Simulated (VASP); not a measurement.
# CaF2 (Fm-3m) in VASP: a series of runs, part 2 of 2

VASP 6.6.1.

## 3. Dielectric tensor, LDA

Contents of INCAR:

```
PREC     = Accurate       # precision mode
ENCUT    = 600            # plane-wave cutoff, eV
EDIFF    = 1E-8           # SCF threshold, eV
ISMEAR   = 0              # smearing method
SIGMA    = 0.03           # smearing width, eV
LREAL    = False          # projectors in reciprocal space
LASPH    = True           # aspherical terms in the spheres
NELM     = 80             # most SCF steps
ALGO     = Normal         # electronic algorithm
ISIF     = 2              # what is computed and relaxed
LWAVE    = False          # write WAVECAR
LCHARG   = False          # write CHGCAR
LEPSILON = True           # dielectric tensor by DFPT
KPAR     = 2
```

Contents of KPOINTS:

```
Automatic mesh
0
Monkhorst-Pack
  14 14 14
```

Contents of POSCAR:

```
CaF2                                    
1.0
    0.0000000000      2.6669704920      2.6669704920
    2.6669704920     -0.0000000000      2.6669704920
    2.6669704920      2.6669704920      0.0000000000
  Ca              F             
     1     2
Direct
     1.0000000000000000    0.0000000000000000    1.0000000000000000
     0.2500000000000000    0.2500000000000000    0.2500000000000000
     0.7500000000000000    0.7500000000000000    0.7500000000000000
```

Potentials or basis: VASP PAW LDA potentials, release 64 (Ca_sv, F).

Started as:

```
cat potpaw_LDA.64/Ca_sv/POTCAR potpaw_LDA.64/F/POTCAR > POTCAR
mpirun -np 2 vasp_std > vasp.out
```

OUTCAR:

```text
PREC = Accurate
   ENCUT = 600
   EDIFF = 1E-8
   ISMEAR = 0
   LREAL = False
   LASPH = True
   NELM = 80
   ISIF = 2
   LEPSILON = True

 ion  position               nearest neighbor table
   1  0.000  0.000  0.000-   3 2.31   3 2.31   2 2.31   2 2.31   3 2.31   2 2.31   3 2.31   2 2.31

   2  0.250  0.250  0.250-   1 2.31   1 2.31   1 2.31   1 2.31
   3  0.750  0.750  0.750-   1 2.31   1 2.31   1 2.31   1 2.31

  LATTYP: Found a face centered cubic cell.
 ALAT       =     5.3339409840

  Lattice vectors:

 A1 = (   0.0000000000,   2.6669704920,   2.6669704920)
 A2 = (   2.6669704920,   0.0000000000,   2.6669704920)
 A3 = (   2.6669704920,   2.6669704920,   0.0000000000)

Analysis of symmetry for initial positions (statically):
=====================================================================
 Subroutine PRICEL returns:
 Original cell was already a primitive cell.

 Routine SETGRP: Setting up the symmetry group for a
 face centered cubic supercell.

 Subroutine GETGRP returns: Found 48 space group operations
 (whereof 48 operations were pure point group operations)
 out of a pool of 48 trial point group operations.

The static configuration has the point symmetry O_h .

Analysis of symmetry for dynamics (positions and initial velocities):
=====================================================================
 Subroutine PRICEL returns:
 Original cell was already a primitive cell.

 Routine SETGRP: Setting up the symmetry group for a
 face centered cubic supercell.

 Subroutine GETGRP returns: Found 48 space group operations
 (whereof 48 operations were pure point group operations)
[... 642 lines left out ...]

 HEAD OF MICROSCOPIC STATIC DIELECTRIC TENSOR (INDEPENDENT PARTICLE, excluding Hartree and local field effects)
 ------------------------------------------------------
           2.479463     0.000000    -0.000000
           0.000000     2.479463     0.000000
           0.000000     0.000000     2.479463
 ------------------------------------------------------

 Free energy of the ion-electron system (eV)
  ---------------------------------------------------
  ---------------------------------------------------
  free energy    TOTEN  =        -0.15117946 eV

  energy without entropy =       -0.15117946

------------------------ aborting loop because EDIFF is reached ----------------------------------------

--------------------------------------- Ionic step        2  -------------------------------------------

------------------------ aborting loop because EDIFF is reached ----------------------------------------

--------------------------------------- Ionic step        3  -------------------------------------------

 Free energy of the ion-electron system (eV)
  ---------------------------------------------------
  ---------------------------------------------------
  free energy    TOTEN  =        -0.15117942 eV

  energy without entropy =       -0.15117942

------------------------ aborting loop because EDIFF is reached ----------------------------------------

 PIEZOELECTRIC TENSOR FIELD DIRECTION 3  (e Angst)
 -----------------------------------------------------------------------------
     0.00011  0.00000 -0.00000           (  0.00000  0.00000  0.00000)
    -0.00000  0.00011  0.00000           (  0.00000  0.00000  0.00000)
     0.00000 -0.00000 -0.00015           (  0.00000  0.00000 -0.00001)

 PIEZOELECTRIC TENSOR FIELD DIRECTION 3  (C/m^2)
 -----------------------------------------------------------------------------
     0.00004  0.00000 -0.00000
    -0.00000  0.00004  0.00000
     0.00000 -0.00000 -0.00006

 MACROSCOPIC STATIC DIELECTRIC TENSOR (including local field effects in DFT)
 ------------------------------------------------------
           2.359694    -0.000000    -0.000000
           0.000000     2.359694     0.000000
           0.000000     0.000000     2.359694
 ------------------------------------------------------

 PIEZOELECTRIC TENSOR (including local field effects)  for field in x, y, z        (e  Angst)
          XX          YY          ZZ          XY          YZ          ZX
  --------------------------------------------------------------------------------
  x     0.00000     0.00000     0.00000     0.00000     0.00000     0.00000
  y     0.00000     0.00000     0.00000     0.00000     0.00000     0.00000
  z     0.00000     0.00000     0.00000     0.00000     0.00000     0.00000

 PIEZOELECTRIC TENSOR (including local field effects)  for field in x, y, z        (C/m^2)
          XX          YY          ZZ          XY          YZ          ZX
  --------------------------------------------------------------------------------
  x     0.00000     0.00000     0.00000     0.00000     0.00000     0.00000
  y     0.00000     0.00000     0.00000     0.00000     0.00000     0.00000
  z     0.00000     0.00000     0.00000     0.00000     0.00000     0.00000

 BORN EFFECTIVE CHARGES (including local field effects) (in |e|, cummulative output)
 ---------------------------------------------------------------------------------
 ion    1
    1     2.37715     0.00000     0.00000
    2     0.00000     2.37715     0.00000
    3     0.00000     0.00000     2.37715
 ion    2
    1    -1.18858     0.00000     0.00000
    2     0.00000    -1.18858     0.00000
    3     0.00000     0.00000    -1.18858
 ion    3
    1    -1.18858     0.00000     0.00000
    2     0.00000    -1.18858     0.00000
    3     0.00000     0.00000    -1.18858
```

stdout:

```text
POSCAR found type information on POSCAR CaF
 POSCAR found :  2 types and       3 ions
 scaLAPACK will be used
 LDA part: xc-table for (Slater(with rela. corr.)+CA(PZ))
 , standard interpolation
 -----------------------------------------------------------------------------
|                                                                             |
|           W    W    AA    RRRRR   N    N  II  N    N   GGGG   !!!           |
[... 38 lines left out ...]
  Direction:   1
 dielectric tensor                  component  1 :     2.360     0.003    -0.003
 Linear response to external field, progress :
  Direction:   2
 dielectric tensor                  component  2 :     0.003     2.360    -0.003
 Linear response to external field, progress :
  Direction:   3
 dielectric tensor                  component  3 :     0.002    -0.002     2.360
 Born effective charges drift removed
```

It took 40 min on 2 MPI ranks of Intel Xeon Platinum 8259CL at 2.50GHz (Skylake/Cascade Lake), shared host; peak memory 1.2 GiB.

What came out:

```
Electronic dielectric tensor (diagonal) : 2.36
Born charges (mean of the diagonal)     : Ca +2.38; F -1.19 e
```

Levels at points of the mesh, in eV from the valence-band top:
```csv
k point,band 8,band 9,band 10,band 11,band 12,band 13,band 14,band 15,band 16
"(0.04, 0.04, 0.04)",-2.39,-2.39,-0.28,-0.27,-0.27,7.38,9.31,9.31,11.76
```

Electronic dielectric tensor:
```
2.36 0.00 0.00
0.00 2.36 0.00
0.00 0.00 2.36
```

Born effective charge tensors (e):
atom 1, Ca
```
2.38 0.00 0.00
0.00 2.38 0.00
0.00 0.00 2.38
```
atom 2, F
```
-1.19  0.00  0.00
 0.00 -1.19  0.00
 0.00  0.00 -1.19
```
atom 3, F
```
-1.19  0.00  0.00
 0.00 -1.19  0.00
 0.00  0.00 -1.19
```

## 4. Phonons, LDA, target pressure -1.5 GPa, at which the enthalpy is minimised

Contents of POSCAR:

```
CaF2
1.0
   -0.0000000000      2.6673359631      2.6673359631
    2.6673359631     -0.0000000000      2.6673359631
    2.6673359631      2.6673359631      0.0000000000
  Ca              F
     1     2
Direct
     0.0000000000000000    1.0000000000000000    0.0000000000000000
     0.2500000000000000    0.2500000000000000    0.2500000000000000
     0.7500000000000000    0.7500000000000000    0.7500000000000000
```

Contents of INCAR.step1:

```
PREC     = Accurate       # precision mode
ENCUT    = 600            # plane-wave cutoff, eV
EDIFF    = 1E-8           # SCF threshold, eV
ISMEAR   = 0              # smearing method
SIGMA    = 0.03           # smearing width, eV
LREAL    = False          # projectors in reciprocal space
LASPH    = True           # aspherical terms in the spheres
NELM     = 80             # most SCF steps
ALGO     = Normal         # electronic algorithm
ISIF     = 3              # what is computed and relaxed
LWAVE    = False          # write WAVECAR
LCHARG   = False          # write CHGCAR
PSTRESS  = -15.0        
KPAR     = 2            
IBRION   = 2              # ionic algorithm
NSW      = 40             # ionic steps
EDIFFG   = -0.002         # ionic threshold
```

Contents of INCAR.step2:

```
PREC     = Accurate       # precision mode
ENCUT    = 600            # plane-wave cutoff, eV
EDIFF    = 1E-8           # SCF threshold, eV
ISMEAR   = 0              # smearing method
SIGMA    = 0.03           # smearing width, eV
LREAL    = False          # projectors in reciprocal space
LASPH    = True           # aspherical terms in the spheres
NELM     = 80             # most SCF steps
ALGO     = Normal         # electronic algorithm
ISIF     = 2              # what is computed and relaxed
LWAVE    = False          # write WAVECAR
LCHARG   = False          # write CHGCAR
PSTRESS  = -15.0        
KPAR     = 2            
IBRION   = 6              # ionic algorithm
NFREE    = 2            
POTIM    = 0.015          # step
NSW      = 1              # ionic steps
```

Contents of KPOINTS:

```
Automatic mesh
0
Gamma
  8 8 8
```

Potentials or basis: VASP PAW LDA potentials, release 64 (Ca_sv, F).

Started as:

```
cat potpaw_LDA.64/Ca_sv/POTCAR potpaw_LDA.64/F/POTCAR > POTCAR
cp INCAR.step1 INCAR
mpirun -np 2 vasp_std > vasp.out
cp CONTCAR POSCAR
cp INCAR.step2 INCAR
mpirun -np 2 vasp_std > vasp.out
```

OUTCAR:

```text
PREC = Accurate
   ENCUT = 600
   EDIFF = 1E-8
   ISMEAR = 0
   LREAL = False
   LASPH = True
   NELM = 80
   ISIF = 2
   PSTRESS = -15.0
   IBRION = 6
   NFREE = 2
   POTIM = 0.015
   NSW = 1

 ion  position               nearest neighbor table
   1  0.000  0.000  0.000-   3 2.32   3 2.32   3 2.32   2 2.32   3 2.32   2 2.32   2 2.32   2 2.32

   2  0.250  0.250  0.250-   1 2.32   1 2.32   1 2.32   1 2.32
   3  0.750  0.750  0.750-   1 2.32   1 2.32   1 2.32   1 2.32
[... 861 lines left out ...]
  z     0.00000     0.00000     0.00000     0.00000     0.00000     0.00000

 INTERNAL STRAIN TENSOR FOR ION    3 for displacements in x,y,z  (eV/Angst):
          X           Y           Z          XY          YZ          ZX
  --------------------------------------------------------------------------------
  x     0.00000     0.00000     0.00000     0.00000     3.21496     0.00000
  y     0.00000    -0.00000     0.00000     0.00000     0.00000     3.21496
  z     0.00000     0.00000    -0.00000     3.21496     0.00000     0.00000

 Eigenvectors and eigenvalues of the dynamical matrix
 ----------------------------------------------------

   1 f  =    9.911310 THz    62.274599 2PiTHz  330.605722 cm-1    40.989867 meV
             X         Y         Z           dx          dy          dz
      0.000000  0.000000  0.000000     0.000000   -0.000000   -0.000000
      1.340347  1.340347  1.340347     0.523077   -0.471424    0.064417
      4.021040  4.021040  4.021040    -0.523077    0.471424   -0.064417
[... 43 lines left out ...]
   9 f/i=    0.012923 THz     0.081197 2PiTHz    0.431060 cm-1     0.053445 meV
             X         Y         Z           dx          dy          dz
      0.000000  0.000000  0.000000     0.035880   -0.034968   -0.713610
      1.340347  1.340347  1.340347     0.024781   -0.024151   -0.492877
      4.021040  4.021040  4.021040     0.024781   -0.024151   -0.492877

 ELASTIC MODULI CONTR FROM IONIC RELAXATION (kBar)
 Direction    XX          YY          ZZ          XY          YZ          ZX
 --------------------------------------------------------------------------------
 XX          -0.0000     -0.0000     -0.0000     -0.0000     -0.0000     -0.0000
 YY          -0.0000     -0.0000     -0.0000     -0.0000     -0.0000      0.0000
 ZZ          -0.0000     -0.0000     -0.0000      0.0000     -0.0000     -0.0000
 XY          -0.0000     -0.0000      0.0000   -112.5776      0.0000      0.0000
 YZ          -0.0000     -0.0000     -0.0000      0.0000   -112.5776     -0.0000
 ZX          -0.0000      0.0000     -0.0000      0.0000     -0.0000   -112.5776
 --------------------------------------------------------------------------------
```

OSZICAR.step1:

```text
N       E                     dE             d eps       ncg     rms          rms(c)
DAV:   1     0.238901337053E+03    0.23890E+03   -0.15299E+04   928   0.172E+03
[... 28 lines left out ...]
DAV:   2    -0.190091323047E+02    0.58806E-03   -0.29657E-03   960   0.453E-01    0.492E-02
DAV:   3    -0.190090747907E+02    0.57514E-04   -0.11415E-04  1320   0.137E-01    0.215E-02
DAV:   4    -0.190090666699E+02    0.81209E-05   -0.76504E-05  1480   0.709E-02    0.819E-03
DAV:   5    -0.190090668744E+02   -0.20449E-06   -0.12257E-06  1048   0.116E-02    0.732E-03
DAV:   6    -0.190090682367E+02   -0.13623E-05   -0.24186E-06  1528   0.130E-02    0.154E-03
DAV:   7    -0.190090682254E+02    0.11266E-07   -0.87466E-08  1168   0.386E-03    0.427E-04
DAV:   8    -0.190090682323E+02   -0.68512E-08   -0.14452E-08  1088   0.144E-03
   3 F= -.19369773E+02 E0= -.19369773E+02  d E =-.258698E-02
```

Run time: 2.1 min. Hardware: 2 MPI ranks of Intel Xeon Platinum 8259CL at 2.50GHz (Skylake/Cascade Lake), shared host; peak memory 0.23 GiB.

What came out:

* Relaxed volume: 12.84 Å³/atom
* Relaxed cell: a = 3.791 Å, b = 3.791 Å, c = 3.791 Å, α = 60.00°, β = 60.00°, γ = 60.00°
* Space group after relaxing (to 0.1 Å): Fm-3m (No. 225)
* Highest phonon frequency at Γ, LO-TO splitting left out: 331 cm⁻¹

The path:
```csv
step,energy change (eV),largest force (eV/Å),pressure (GPa),volume (Å³)
1,0.0000,0.0000,-0.04,37.95
2,0.0034,0.0000,-1.66,38.59
3,0.0028,0.0000,-1.50,38.53
```

Final structure:
```cif
data_structure
_symmetry_space_group_name_H-M 'P 1'
_symmetry_Int_Tables_number 1
_cell_length_a 3.7911
_cell_length_b 3.7911
_cell_length_c 3.7911
_cell_angle_alpha 60.000
_cell_angle_beta 60.000
_cell_angle_gamma 60.000
_cell_volume 38.53
loop_
_atom_site_label
_atom_site_type_symbol
_atom_site_fract_x
_atom_site_fract_y
_atom_site_fract_z
_atom_site_occupancy
Ca1 Ca 0.00000 0.00000 0.00000 1
F1 F 0.25000 0.25000 0.25000 1
F2 F 0.75000 0.75000 0.75000 1
```

Phonon frequencies in cm⁻¹ (negative: imaginary):
| q point | frequencies |
| --- | --- |
| (0.000, 0.000, 0.000) | 0 0 0 272 272 272 331 331 331 |
